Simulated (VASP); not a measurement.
# H in VASP: single point with PBE

Aim: the single point of H with PBE.

Everything below comes from runs of VASP 6.6.1. Logs are shortened: lines on timing, memory, paths and dates and some standing lists are left out, and cuts for length are marked.

## Step 1: The cell of the first run

The cell holds a sublattice, 2 atoms: a = 3.079 Å, b = 3.079 Å, c = 5.563 Å, α = 106.07°, β = 106.07°, γ = 90.00°.

## Step 2: Single point, PBE, collinear spin

The input, INCAR:

```
PREC = Accurate
ENCUT = 400
EDIFF = 1E-6
ISMEAR = 0
SIGMA = 0.1
LREAL = F
LASPH = T
NELM = 200
ALGO = Normal
ISIF = 2
LWAVE = F
LCHARG = F
ISPIN = 2
MAGMOM = 1 1
LORBIT = 11
GGA = PE
NBANDS = 12
GGA_COMPAT = F
```

The input, KPOINTS:

```
Automatic mesh
0
Gamma
  12 12 12
```

The input, POSCAR:

```
H
1.0
    0.0000000000     -3.0788590600      0.0000000000
    3.0788590600      0.0000000000      0.0000000000
   -1.5394295300      1.5394295300      5.1187730500
H
2
Direct
    0.8366612800      0.8366612800      0.6733225600
    0.1633387200      0.1633387200      0.3266774400
```

Potentials or basis: VASP PAW PBE potentials, release 64 (H).

Run with:

```console
cat potpaw_PBE.64/H/POTCAR > POTCAR
mpirun -np 1 vasp_std > vasp.out
```

OUTCAR:

```text
PREC = Accurate
   ENCUT = 400
   EDIFF = 1E-6
   ISMEAR = 0
   LREAL = F
   LASPH = T
   NELM = 200
   ISIF = 2
   ISPIN = 2
   LORBIT = 11
   GGA = PE

 ion  position               nearest neighbor table
   1  0.837  0.837  0.673-
   2  0.163  0.163  0.327-

  LATTYP: Found a body centered tetragonal cell.
 ALAT       =     3.0788590600
 C/A-ratio  =     3.3251103414

  Lattice vectors:

 A1 = (  -1.5394295300,  -1.5394295300,  -5.1187730500)
 A2 = (   1.5394295300,   1.5394295300,  -5.1187730500)
 A3 = (   1.5394295300,  -1.5394295300,   5.1187730500)

Analysis of symmetry for initial positions (statically):
=====================================================================
 Subroutine PRICEL returns:
 Original cell was already a primitive cell.

 Routine SETGRP: Setting up the symmetry group for a
 body centered tetragonal supercell.

 Subroutine GETGRP returns: Found 16 space group operations
 (whereof 16 operations were pure point group operations)
 out of a pool of 16 trial point group operations.

The static configuration has the point symmetry D_4h.

Analysis of symmetry for dynamics (positions and initial velocities):
=====================================================================
 Subroutine PRICEL returns:
 Original cell was already a primitive cell.

 Routine SETGRP: Setting up the symmetry group for a
 body centered tetragonal supercell.

 Subroutine GETGRP returns: Found 16 space group operations
 (whereof 16 operations were pure point group operations)
 out of a pool of 16 trial point group operations.

The dynamic configuration has the point symmetry D_4h.

Analysis of structural, dynamic, and magnetic symmetry:
=====================================================================
 Subroutine PRICEL returns:
 Original cell was already a primitive cell.

 Routine SETGRP: Setting up the symmetry group for a
 body centered tetragonal supercell.

 Subroutine GETGRP returns: Found 16 space group operations
 (whereof 16 operations were pure point group operations)
 out of a pool of 16 trial point group operations.

The overall configuration has the point symmetry D_4h.

 Subroutine INISYM returns: Found 16 space group operations
 (whereof 16 operations are pure point group operations),
 and found     1 'primitive' translations

----------------------------------------------------------------------------------------

[... 129 lines left out ...]

 number of electron       1.9999997 magnetization       1.9999997

 Free energy of the ion-electron system (eV)
  ---------------------------------------------------
  ext. energy  EPLUGINS =         0.00000000
  ---------------------------------------------------
  free energy    TOTEN  =        -2.08604858 eV

  energy without entropy =       -2.08604858  energy(sigma->0) =       -2.08604858

 E-fermi :  -4.9833     XC(G=0):   3.0866

 val. band max:       -5.4756209002   @ k =   0.5000   0.5000   0.0000
 cond. band min:       1.4590197136   @ k =   0.4167   0.0000   0.2500
 fundamental gap:      6.9346406138
 Fermi energy:        -4.9833110048

 spin component 1

 k-point     1 :       0.0000    0.0000    0.0000
  band No.  band energies     occupation
      1      -8.6709      1.00000
      2      -5.8619      1.00000
      3       1.7125      0.00000
      4       6.9266      0.00000
      5       7.1660      0.00000
      6      11.0487      0.00000
      7      11.0487      0.00000
      8      13.0133      0.00000
      9      13.0133      0.00000
     10      13.2340      0.00000
     11      14.5882      0.00000
     12      17.7906      0.00000
[... 333 lines left out ...]
      1      -6.8069      1.00000
      2      -5.8574      1.00000
      3       2.6308      0.00000
      4       3.5041      0.00000
      5       5.1689      0.00000
      6       8.2377      0.00000
      7       8.7298      0.00000
      8      11.7424      0.00000
      9      12.8448      0.00000
     10      14.8255      0.00000
     11      15.6669      0.00000
     12      16.7679      0.00000

 [... further k-points ...]

 spin component 2

 k-point     1 :       0.0000    0.0000    0.0000
  band No.  band energies     occupation
      1       8.0710      0.00000
      2      15.4741      0.00000
      3      17.5618      0.00000
      4      23.7001      0.00000
      5      23.7016      0.00000
      6      24.3685      0.00000
      7      25.4965      0.00000
      8      29.0278      0.00000
      9      29.4539      0.00000
     10      29.4540      0.00000
     11      30.9242      0.00000
     12      33.4804      0.00000
[... 333 lines left out ...]
      1      10.9802      0.00000
      2      14.5261      0.00000
      3      17.4832      0.00000
      4      20.3345      0.00000
      5      21.5863      0.00000
      6      21.9268      0.00000
      7      25.3055      0.00000
      8      27.2423      0.00000
      9      27.7207      0.00000
     10      31.3293      0.00000
     11      32.3386      0.00000
     12      32.5598      0.00000

 [... further k-points ...]
[... 5 lines left out ...]
  --------------------------------------------------------------------------------------
  -------------------------------------------------------------------------------------
  Total        0.3303167      0.3303167      0.2754144      0.0000000      0.0000000      0.0000000
  in kB       10.9067559     10.9067559      9.0939317      0.0000000      0.0000000      0.0000000
  external PRESSURE =      10.3024812 kB  Pullay stress =       0.0000000 kB

 VOLUME and BASIS-vectors are now :
 -----------------------------------------------------------------------------
  energy-cutoff  :      400.00
  volume of cell :       48.52
      direct lattice vectors                 reciprocal lattice vectors
     0.000000000 -3.078859060  0.000000000     0.000000000 -0.324795640  0.097679658
     3.078859060  0.000000000  0.000000000     0.324795640  0.000000000  0.097679658
    -1.539429530  1.539429530  5.118773050     0.000000000  0.000000000  0.195359316

 POSITION                                       TOTAL-FORCE (eV/Angst)
 -----------------------------------------------------------------------------------
      1.53943     -1.53943      3.44659         0.000000      0.000000      0.144566
      0.00000      0.00000      1.67219         0.000000      0.000000     -0.144566
 -----------------------------------------------------------------------------------
    total drift:                               -0.000000      0.000000      0.000000

  FREE ENERGIE OF THE ION-ELECTRON SYSTEM (eV)
  ---------------------------------------------------
  free  energy   TOTEN  =        -2.0860485813 eV

  energy  without entropy=       -2.0860485813  energy(sigma->0) =       -2.08604858

 total charge

# of ion       s       p       d       tot
------------------------------------------
    1        0.389   0.000   0.000   0.389
    2        0.389   0.000   0.000   0.389
--------------------------------------------------
tot          0.778   0.000   0.000   0.779

 magnetization (x)

# of ion       s       p       d       tot
------------------------------------------
    1        0.389   0.000   0.000   0.389
    2        0.389   0.000   0.000   0.389
--------------------------------------------------
tot          0.778   0.000   0.000   0.779
```

OSZICAR:

```text
N       E                     dE             d eps       ncg     rms          rms(c)
DAV:   1     0.113788214799E+01    0.11379E+01   -0.43686E+02  7832   0.698E+01
DAV:   2    -0.198923104961E+01   -0.31271E+01   -0.30622E+01  9692   0.195E+01
DAV:   3    -0.208991306398E+01   -0.10068E+00   -0.10062E+00  9620   0.291E+00
[... 14 lines left out ...]
DAV:  18    -0.208603013096E+01   -0.45273E-04   -0.28940E-10  6156   0.538E-05    0.139E-05
DAV:  19    -0.208603779719E+01   -0.76662E-05   -0.58346E-11  6144   0.289E-05    0.591E-06
DAV:  20    -0.208604492029E+01   -0.71231E-05   -0.34972E-11  6100   0.203E-05    0.182E-06
DAV:  21    -0.208604779450E+01   -0.28742E-05   -0.13045E-11  6060   0.127E-05    0.806E-07
DAV:  22    -0.208604858127E+01   -0.78677E-06   -0.19665E-12  6592   0.528E-06
   1 F= -.20860486E+01 E0= -.20860486E+01  d E =-.883840E-14  mag=     2.0000
```

Wall time 66 s (1 thread of Intel Xeon Platinum 8375C at 2.90GHz (Ice Lake), shared host); peak memory 0.2 GiB.

What came out:

```yaml
Free_energy: -2.0860 eV
Pressure: 1.0 GPa
Largest_force: 0.145 eV/Å
Band_gap_on_the_k_mesh: 6.93 eV (least direct gap 7.57 eV)
Net_moment: 2.00 μB per cell
Site_moments: H +0.39 μB
Valence_electrons_inside_the_program's_atomic_spheres: H 0.39
```

Forces in eV/Å, atoms in the order of the input:
```
H    0.000  0.000  0.145
H    0.000  0.000 -0.145
```

Stress tensor (GPa, compression positive):
```
1.09 0.00 0.00
0.00 1.09 0.00
0.00 0.00 0.91
```
